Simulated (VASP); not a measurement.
CaO, 2 atoms in the cell. The structure is cubic, space group Fm-3m (No. 225). Conventional cell: a = 4.708 Å, b = 4.708 Å, c = 4.708 Å, α = 90.00°, β = 90.00°, γ = 90.00°. Ca (site symmetry m-3m) has 6 O at 2.35 Å within 3.1 Å. O (site symmetry m-3m) has 6 Ca at 2.35 Å within 3.1 Å. 

```yaml
Program: VASP 6.6.1
Task: single point
Functional: LDA
Potentials_or_basis: VASP PAW LDA potentials, release 64 (Ca_sv, O_h)
Cutoff: 910 eV
k_mesh: 12 × 12 × 12
Occupations: fermi-dirac, width 0.1 eV
Spin: no spin polarisation
Dipole_correction: no
Further_INCAR_settings: ALGO = Normal; EDIFF = 1e-06; NBANDS = 15
```

Potentials or basis: VASP PAW LDA potentials, release 64 (Ca_sv, O_h).

Launch:

```bash
$ cat potpaw_LDA.64/Ca_sv/POTCAR potpaw_LDA.64/O_h/POTCAR > POTCAR
$ mpirun -np 1 vasp_std > vasp.out
```

Hardware: 1 thread of Intel(R) Xeon(R) Platinum 8488C (Sapphire Rapids) (shared host).

Q: How long does it take, and how much memory?

A: It took 29 s on 1 thread of Intel(R) Xeon(R) Platinum 8488C (Sapphire Rapids), on a shared host, peak memory 0.22 GiB. Counts: scf iterations 12, k points 72.
